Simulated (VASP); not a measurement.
# SrC2 (I4/mmm) in VASP: further runs

SrC2 is run at these levels: LDA; tasks: single point.

All numbers are computed with VASP 6.6.1; they aren't measurements. Logs are shortened: lines on timing, memory, paths and dates and some standing lists are left out, and cuts for length are marked.

### 1 The cell of the first run

The structure is tetragonal, space group I4/mmm (No. 139). The conventional cell has a = 3.879 Å, b = 3.879 Å, c = 6.576 Å, α = 90.00°, β = 90.00°, γ = 90.00°. Within 3.5 Å of Sr (site symmetry 4/mmm) lie 10 C at 2.66 to 2.81 Å. C (site symmetry 4mm) has 1 C at 1.25 Å within 1.7 Å.

### 2 Single point, LDA

The input, INCAR:

```
  PREC = Accurate
  ENCUT = 520
  EDIFF = 1E-6
  ISMEAR = 0
  SIGMA = 0.01
  LREAL = F
  LASPH = T
  NELM = 60
  ALGO = Normal
  ISIF = 2
  LWAVE = F
  LCHARG = F
  GGA = CA
  NBANDS = 16
```

The input, KPOINTS:

```
regular mesh
0
Gamma
  10 10 10
```

The input, POSCAR:

```
SrC2
1.0
   -1.9394091320      1.9394091320      3.2879871658
    1.9394091320     -1.9394091320      3.2879871658
    1.9394091320      1.9394091320     -3.2879871658
Sr C
1 2
Direct
    0.0000000000      0.0000000000      0.0000000000
    0.4050882625      0.4050882625      0.0000000000
    0.5949117375      0.5949117375      0.0000000000
```

Potentials or basis: VASP PAW LDA potentials, release 64 (Sr_sv, C).

The run is started by

```bash
cat potpaw_LDA.64/Sr_sv/POTCAR potpaw_LDA.64/C/POTCAR > POTCAR
mpirun -np 1 vasp_std > vasp.out
```

OUTCAR:

```text
PREC = Accurate
   ENCUT = 520
   EDIFF = 1E-6
   ISMEAR = 0
   LREAL = F
   LASPH = T
   NELM = 60
   ISIF = 2
   GGA = CA

 ion  position               nearest neighbor table
   1  0.000  0.000  0.000-   2 2.66   3 2.66   3 2.81   2 2.81   3 2.81   3 2.81   3 2.81   2 2.81
                             2 2.81   2 2.81
   2  0.405  0.405  0.000-   3 1.25   1 2.66   1 2.81   1 2.81   1 2.81   1 2.81
   3  0.595  0.595  0.000-   2 1.25   1 2.66   1 2.81   1 2.81   1 2.81   1 2.81

  LATTYP: Found a body centered tetragonal cell.
 ALAT       =     3.8788182640
 C/A-ratio  =     1.6953551015

  Lattice vectors:

 A1 = (  -1.9394091320,   1.9394091320,   3.2879871658)
 A2 = (   1.9394091320,  -1.9394091320,   3.2879871658)
 A3 = (   1.9394091320,   1.9394091320,  -3.2879871658)

Analysis of symmetry for initial positions (statically):
=====================================================================
 Subroutine PRICEL returns:
 Original cell was already a primitive cell.

 Routine SETGRP: Setting up the symmetry group for a
 body centered tetragonal supercell.

 Subroutine GETGRP returns: Found 16 space group operations
 (whereof 16 operations were pure point group operations)
 out of a pool of 16 trial point group operations.

The static configuration has the point symmetry D_4h.

Analysis of symmetry for dynamics (positions and initial velocities):
=====================================================================
 Subroutine PRICEL returns:
 Original cell was already a primitive cell.

 Routine SETGRP: Setting up the symmetry group for a
 body centered tetragonal supercell.

 Subroutine GETGRP returns: Found 16 space group operations
 (whereof 16 operations were pure point group operations)
 out of a pool of 16 trial point group operations.

The dynamic configuration has the point symmetry D_4h.

 Subroutine INISYM returns: Found 16 space group operations
 (whereof 16 operations are pure point group operations),
 and found     1 'primitive' translations

----------------------------------------------------------------------------------------

                                     Primitive cell

[... 80 lines left out ...]
   NGX,Y,Z   is equivalent  to a cutoff of  12.42, 12.42, 12.42 a.u.
   NGXF,Y,Z  is equivalent  to a cutoff of  24.85, 24.85, 24.85 a.u.
 SYSTEM =  unknown system
   PREC   = accura    normal or accurate (medium, high low for compatibility)
   ISTART =      0    job   : 0-new  1-cont  2-samecut
   ICHARG =      2    charge: 1-file 2-atom 10-const
   ISPIN  =      1    spin polarized calculation?
   LNONCOLLINEAR =      F non collinear calculations
   LSORBIT =      F    spin-orbit coupling
   LASPH  =      T    aspherical Exc in radial PAW
   ENCUT  =  520.0 eV  38.22 Ry    6.18 a.u.   7.96  7.96  7.96*2*pi/ulx,y,z
   NELM   =     60;   NELMIN=  2; NELMDL= -5     # of ELM steps
   EDIFF  = 0.1E-05   stopping-criterion for ELM
   LREAL  =      F    real-space projection
[... 7 lines left out ...]
   TEBEG  =    0.0;   TEEND  =   0.0 temperature during run
   PSTRESS=    0.0 pullay stress
   NELECT =      18.0000    total number of electrons
   NUPDOWN=      -1.0000    fix difference up-down
   EMIN   =  10.00;   EMAX   =-10.00  energy-range for DOS
   EFERMI =   0.00;   METHOD = LEGACY
   ISMEAR =     0;   SIGMA  =   0.01  broadening in eV -4-tet -1-fermi 0-gaus
   EFERMI_NEDOS =   21; number of points for ismear=-14 and -15
   IALGO  =     38    algorithm
   IMIX   =      4    mixing-type and parameters
     AMIX     =   0.40;   BMIX     =  1.00
     AMIX_MAG =   1.60;   BMIX_MAG =  1.00
  volume/ion in A,a.u.               =      16.49       111.28
  Fermi-wavevector in a.u.,A,eV,Ry     =   1.168753  2.208623 18.585329  1.365983
  Thomas-Fermi vector in A             =   2.305235
   LORBIT       =      0    0 simple, 1 ext, 2 COOP (PROOUT), +10 PAW based schemes
   GGA     = CA    functional components
   LHFCALC =     F    Hartree Fock is set to
   AEXX    =    0.0000 exact exchange contribution
   IVDW    =     0    specifies the selected vdW correction
   LEPSILON=     F    determine dielectric tensor
   LRPA    =     F    only Hartree local field effects (RPA)
 non-spin polarized calculation
 Gauss-broadening in eV      SIGMA  =   0.01
  energy-cutoff  :      520.00
  volume of cell :       49.47
 maximum number of plane-waves:      1354
   NGX = 15   NGY = 15   NGZ = 15

 number of electron      18.0000000 magnetization

 Free energy of the ion-electron system (eV)
  ---------------------------------------------------
  ext. energy  EPLUGINS =         0.00000000
  ---------------------------------------------------
  free energy    TOTEN  =       -21.71298416 eV

  energy without entropy =      -21.71298416  energy(sigma->0) =      -21.71298416

 E-fermi :   1.4411     XC(G=0):  -9.9898

 val. band max:        1.3161932648   @ k =  -0.4000  -0.4000   0.4000
 cond. band min:       2.2757762275   @ k =   0.5000   0.5000  -0.0000
 fundamental gap:      0.9595829627
 Fermi energy:         1.4411494094

 k-point     1 :       0.0000    0.0000    0.0000
  band No.  band energies     occupation
      1     -31.2429      2.00000
      2     -13.3498      2.00000
      3     -13.3498      2.00000
      4     -13.2431      2.00000
      5     -11.3442      2.00000
      6      -1.2784      2.00000
[... 433 lines left out ...]
      3     -13.6187      2.00000
      4     -13.3739      2.00000
      5     -10.7872      2.00000
      6      -2.1948      2.00000
[... 8 lines left out ...]
     15      10.9156      0.00000
     16      11.2254      0.00000

 [... further k-points ...]

------------------------ aborting loop because EDIFF is reached ----------------------------------------

  FORCE on cell =-STRESS in cart. coord.  units (eV):
  Direction    XX          YY          ZZ          XY          YZ          ZX
  --------------------------------------------------------------------------------------
  -------------------------------------------------------------------------------------
  Total        1.6553974      1.6553974      1.7857590      0.0000000      0.0000000      0.0000000
  in kB       53.6146993     53.6146993     57.8368264      0.0000000      0.0000000      0.0000000
  external PRESSURE =      55.0220750 kB  Pullay stress =       0.0000000 kB

 VOLUME and BASIS-vectors are now :
 -----------------------------------------------------------------------------
  energy-cutoff  :      520.00
  volume of cell :       49.47
      direct lattice vectors                 reciprocal lattice vectors
    -1.939409132  1.939409132  3.287987166     0.000000000  0.257810480  0.152068720
     1.939409132 -1.939409132  3.287987166     0.257810480  0.000000000  0.152068720
     1.939409132  1.939409132 -3.287987166     0.257810480  0.257810480  0.000000000

 POSITION                                       TOTAL-FORCE (eV/Angst)
 -----------------------------------------------------------------------------------
      0.00000      0.00000      0.00000        -0.000000     -0.000000      0.000000
      0.00000      0.00000      2.66385        -0.000000     -0.000000     -0.096006
      0.00000      0.00000      3.91212         0.000000      0.000000      0.096006
 -----------------------------------------------------------------------------------
    total drift:                               -0.000000     -0.000000      0.000000

  FREE ENERGIE OF THE ION-ELECTRON SYSTEM (eV)
  ---------------------------------------------------
  free  energy   TOTEN  =       -21.7129841649 eV

  energy  without entropy=      -21.7129841649  energy(sigma->0) =      -21.71298416
```

OSZICAR:

```text
N       E                     dE             d eps       ncg     rms          rms(c)
DAV:   1     0.657559774434E+02    0.65756E+02   -0.91115E+03  3264   0.106E+03
DAV:   2    -0.210548973932E+02   -0.86811E+02   -0.82434E+02  4392   0.212E+02
DAV:   3    -0.247714056506E+02   -0.37165E+01   -0.37054E+01  4856   0.401E+01
DAV:   4    -0.248671349426E+02   -0.95729E-01   -0.95713E-01  4472   0.558E+00
DAV:   5    -0.248684486253E+02   -0.13137E-02   -0.13136E-02  4616   0.565E-01    0.184E+01
DAV:   6    -0.219600702065E+02    0.29084E+01   -0.52401E+00  3752   0.134E+01    0.156E+01
DAV:   7    -0.217231822321E+02    0.23689E+00   -0.17131E+00  4400   0.780E+00    0.880E+00
DAV:   8    -0.217247945916E+02   -0.16124E-02   -0.27534E-01  3776   0.311E+00    0.926E-01
DAV:   9    -0.217129763732E+02    0.11818E-01   -0.60408E-02  3904   0.137E+00    0.406E-01
DAV:  10    -0.217130235002E+02   -0.47127E-04   -0.37063E-03  4264   0.365E-01    0.168E-01
DAV:  11    -0.217129903492E+02    0.33151E-04   -0.18385E-04  4344   0.925E-02    0.543E-02
DAV:  12    -0.217129837227E+02    0.66265E-05   -0.35127E-05  4944   0.369E-02    0.140E-02
DAV:  13    -0.217129841649E+02   -0.44225E-06   -0.19735E-06  3712   0.107E-02
   1 F= -.21712984E+02 E0= -.21712984E+02  d E =-.174401E-72
```

Wall time 52 s (1 thread of AMD EPYC 9R45 (Zen 5), shared host); peak memory 0.18 GiB.

What came out:

| Quantity | Value |
| --- | --- |
| Free energy | -21.7130 eV |
| Pressure | 5.5 GPa |
| Largest force | 0.096 eV/Å |
| Band gap on the k mesh | 0.96 eV (least direct gap 1.95 eV) |

Forces on the atoms (eV/Å):
```
Sr   0.000  0.000  0.000
C    0.000  0.000 -0.096
C    0.000  0.000  0.096
```

Stress tensor (GPa, compression positive):
```
5.36 0.00 0.00
0.00 5.36 0.00
0.00 0.00 5.78
```

Levels at points of the mesh, in eV from the valence-band top:
```csv
k point,band 7,band 8,band 9,band 10,band 11,band 12
"(0.00, 0.00, 0.00)",-2.19,-0.94,-0.94,3.17,3.17,4.31
"(0.50, 0.00, 0.00)",-2.50,-2.05,-0.38,4.75,5.85,6.82
"(0.50, 0.50, 0.00)",-2.01,-1.23,-0.99,0.96,5.80,8.04
"(0.50, 0.50, 0.50)",-1.33,-1.33,-0.05,2.97,6.75,6.87
```

Caveat: the cell stands under pressure.

### 3 Single point, LDA (17.39 Å³/atom)

This run uses another cell than the first one, of 17.39 Å³/atom.

The input, INCAR:

```
SYSTEM = SrC2
PREC = Accurate ; ENCUT = 520
EDIFF = 1E-6 ; ISMEAR = 0
SIGMA = 0.01 ; LREAL = .False.
LASPH = .True. ; NELM = 60
ALGO = Normal ; ISIF = 2
LWAVE = .False. ; LCHARG = .True.
LELF = .True. ; LVHAR = .True.
NBANDS = 16
```

The input, KPOINTS:

```
Automatic mesh
0
Gamma
  10 10 10
  0 0 0
```

The input, POSCAR:

```
SrC2
1.0
   -1.9799861977      1.9799861977      3.3275469551
    1.9799861977     -1.9799861977      3.3275469551
    1.9799861977      1.9799861977     -3.3275469551
Sr C
1 2
Direct
    0.0000000000      0.0000000000      0.0000000000
    0.4060289230      0.4060289230      0.0000000000
    0.5939710770      0.5939710770      0.0000000000
```

Potentials or basis: VASP PAW LDA potentials, release 64 (Sr_sv, C).

The run is started by

```bash
cat potpaw_LDA.64/Sr_sv/POTCAR potpaw_LDA.64/C/POTCAR > POTCAR
mpirun -np 1 vasp_std > vasp.out
```

OUTCAR:

```text
SYSTEM = SrC2
   PREC = Accurate
   ENCUT = 520
   EDIFF = 1E-6
   ISMEAR = 0
   LREAL = .False.
   LASPH = .True.
   NELM = 60
   ISIF = 2

 ion  position               nearest neighbor table
   1  0.000  0.000  0.000-   2 2.70   3 2.70   3 2.87   2 2.87   3 2.87   3 2.87   3 2.87   2 2.87
                             2 2.87   2 2.87
   2  0.406  0.406  0.000-   3 1.25   1 2.70   1 2.87   1 2.87   1 2.87   1 2.87
   3  0.594  0.594  0.000-   2 1.25   1 2.70   1 2.87   1 2.87   1 2.87   1 2.87

  LATTYP: Found a body centered tetragonal cell.
 ALAT       =     3.9599723954
 C/A-ratio  =     1.6805909854

  Lattice vectors:

 A1 = (  -1.9799861977,   1.9799861977,   3.3275469551)
 A2 = (   1.9799861977,  -1.9799861977,   3.3275469551)
 A3 = (   1.9799861977,   1.9799861977,  -3.3275469551)

Analysis of symmetry for initial positions (statically):
=====================================================================
 Subroutine PRICEL returns:
 Original cell was already a primitive cell.

 Routine SETGRP: Setting up the symmetry group for a
 body centered tetragonal supercell.

 Subroutine GETGRP returns: Found 16 space group operations
[... 169 lines left out ...]
 val. band max:        0.9949439514   @ k =  -0.4000  -0.4000   0.4000
 cond. band min:       2.1695433828   @ k =   0.5000   0.5000  -0.0000
 fundamental gap:      1.1745994314
 Fermi energy:         1.0857448124

 k-point     1 :       0.0000    0.0000    0.0000
  band No.  band energies     occupation
      1     -31.7232      2.00000
      2     -13.8244      2.00000
      3     -13.8244      2.00000
      4     -13.7174      2.00000
      5     -11.5162      2.00000
      6      -1.4492      2.00000
[... 433 lines left out ...]
      3     -14.0403      2.00000
      4     -13.8263      2.00000
      5     -11.0559      2.00000
      6      -2.4111      2.00000
[... 8 lines left out ...]
     15      10.3002      0.00000
     16      10.6068      0.00000

 [... further k-points ...]

------------------------ aborting loop because EDIFF is reached ----------------------------------------

  FORCE on cell =-STRESS in cart. coord.  units (eV):
  Direction    XX          YY          ZZ          XY          YZ          ZX
  --------------------------------------------------------------------------------------
  -------------------------------------------------------------------------------------
  Total        0.4964046      0.4964046      0.6273973      0.0000000      0.0000000      0.0000000
  in kB       15.2418553     15.2418553     19.2639231      0.0000000      0.0000000      0.0000000
  external PRESSURE =      16.5825446 kB  Pullay stress =       0.0000000 kB

 VOLUME and BASIS-vectors are now :
 -----------------------------------------------------------------------------
  energy-cutoff  :      520.00
  volume of cell :       52.18
      direct lattice vectors                 reciprocal lattice vectors
    -1.979986198  1.979986198  3.327546955     0.000000000  0.252527013  0.150260840
     1.979986198 -1.979986198  3.327546955     0.252527013  0.000000000  0.150260840
     1.979986198  1.979986198 -3.327546955     0.252527013  0.252527013  0.000000000

 POSITION                                       TOTAL-FORCE (eV/Angst)
 -----------------------------------------------------------------------------------
      0.00000      0.00000      0.00000         0.000000      0.000000     -0.000000
      0.00000      0.00000      2.70216        -0.000000     -0.000000     -0.090016
      0.00000      0.00000      3.95293         0.000000      0.000000      0.090016
 -----------------------------------------------------------------------------------
    total drift:                                0.000000      0.000000     -0.000000

  FREE ENERGIE OF THE ION-ELECTRON SYSTEM (eV)
  ---------------------------------------------------
  free  energy   TOTEN  =       -21.7707326721 eV

  energy  without entropy=      -21.7707326721  energy(sigma->0) =      -21.77073267
```

Run time: 55 s. Hardware: 1 thread of AMD EPYC 9R45 (Zen 5), shared host; peak memory 0.18 GiB.

What came out:

| Property | Result |
| --- | --- |
| Free energy | -21.7707 eV |
| Pressure | 1.7 GPa |
| Largest force | 0.090 eV/Å |
| Band gap on the k mesh | 1.17 eV (least direct gap 2.09 eV) |

Forces in eV/Å, atoms in the order of the input:
```
Sr   0.000  0.000  0.000
C    0.000  0.000 -0.090
C    0.000  0.000  0.090
```

Stress tensor (GPa, compression positive):
```
1.52 0.00 0.00
0.00 1.52 0.00
0.00 0.00 1.93
```

Levels at points of the mesh, in eV from the valence-band top:
```csv
k point,band 5,band 6,band 7,band 8,band 9,band 10,band 11,band 12,band 13,band 14
"(0.00, 0.00, 0.00)",-12.51,-2.44,-2.17,-0.92,-0.92,3.27,3.27,4.37,5.62,6.90
"(0.50, 0.00, 0.00)",-11.70,-3.93,-2.37,-1.91,-0.37,4.77,5.86,6.63,7.24,7.43
"(0.50, 0.50, 0.00)",-12.32,-2.66,-1.99,-1.23,-0.92,1.17,5.87,7.76,9.10,9.24
"(0.50, 0.50, 0.50)",-12.34,-3.65,-1.31,-1.31,-0.04,3.06,6.37,6.87,6.87,7.58
```

### 4 Single point, LDA

This run uses another cell than the first one, of 17.75 Å³/atom.

The input, INCAR:

```
  PREC = Accurate
  ENCUT = 520
  EDIFF = 1E-6
  ISMEAR = 0
  SIGMA = 0.01
  LREAL = False
  LASPH = True
  NELM = 60
  ALGO = Normal
  ISIF = 2
  LWAVE = False
  LCHARG = False
  NBANDS = 16
```

The input, KPOINTS:

```
regular mesh
0
Gamma
  10 10 10
```

The input, POSCAR:

```
SrC2
1.0
   -1.9957174602      1.9957174602      3.3421376180
    1.9957174602     -1.9957174602      3.3421376180
    1.9957174602      1.9957174602     -3.3421376180
Sr C
1 2
Direct
    0.0000000000      0.0000000000      0.0000000000
    0.4063724269      0.4063724269      0.0000000000
    0.5936275731      0.5936275731      0.0000000000
```

The run is started by

```bash
cat potpaw_LDA.64/Sr_sv/POTCAR potpaw_LDA.64/C/POTCAR > POTCAR
mpirun -np 1 vasp_std > vasp.out
```

It took 85 s on 1 thread of AMD EPYC 9R45 (Zen 5), shared host; peak memory 0.2 GiB.

It converged, with:

| Property | Result |
| --- | --- |
| Free energy | -21.7770 eV |
| Pressure | 0.4 GPa |
| Largest force | 0.095 eV/Å |
| Band gap on the k mesh | 1.25 eV (least direct gap 2.14 eV) |

Forces on the atoms (eV/Å):
```
Sr   0.000  0.000  0.000
C    0.000  0.000 -0.095
C    0.000  0.000  0.095
```

Stress tensor (GPa, compression positive):
```
0.25 0.00 0.00
0.00 0.25 0.00
0.00 0.00 0.68
```

Levels at points of the mesh, in eV from the valence-band top:
```csv
k point,band 5,band 6,band 7,band 8,band 9,band 10,band 11,band 12,band 13,band 14
"(0.00, 0.00, 0.00)",-12.46,-2.39,-2.17,-0.91,-0.91,3.30,3.30,4.38,5.53,6.84
"(0.50, 0.00, 0.00)",-11.71,-3.87,-2.32,-1.86,-0.36,4.78,5.87,6.55,7.16,7.37
"(0.50, 0.50, 0.00)",-12.27,-2.65,-1.98,-1.23,-0.89,1.25,5.90,7.65,8.94,9.11
"(0.50, 0.50, 0.50)",-12.29,-3.62,-1.29,-1.29,-0.04,3.09,6.23,6.87,6.87,7.51
```

A k mesh can miss the band edges.

### 5 The runs side by side

```tsv
cell	gap on the mesh (eV)	pressure (GPa)	largest force (eV/Å)
a = 4.282 Å, angles 126.1, 126.1, 79.7°, 3 atoms	0.96	5.5	0.10
a = 4.349 Å, angles 125.8, 125.8, 80.2°, 3 atoms	1.17	1.7	0.09
a = 4.374 Å, angles 125.7, 125.7, 80.4°, 3 atoms	1.25	0.4	0.10
```

Alike in all rows: task single point; level LDA; potentials or basis VASP PAW LDA potentials, release 64 (Sr_sv, C); no spin polarisation; k mesh 10 × 10 × 10; cutoff (eV) 520; smearing gaussian 0.01 eV.

Caveats: the cell stands under pressure (at least some runs).

Absolute energies hang on the potentials; compare differences alone.
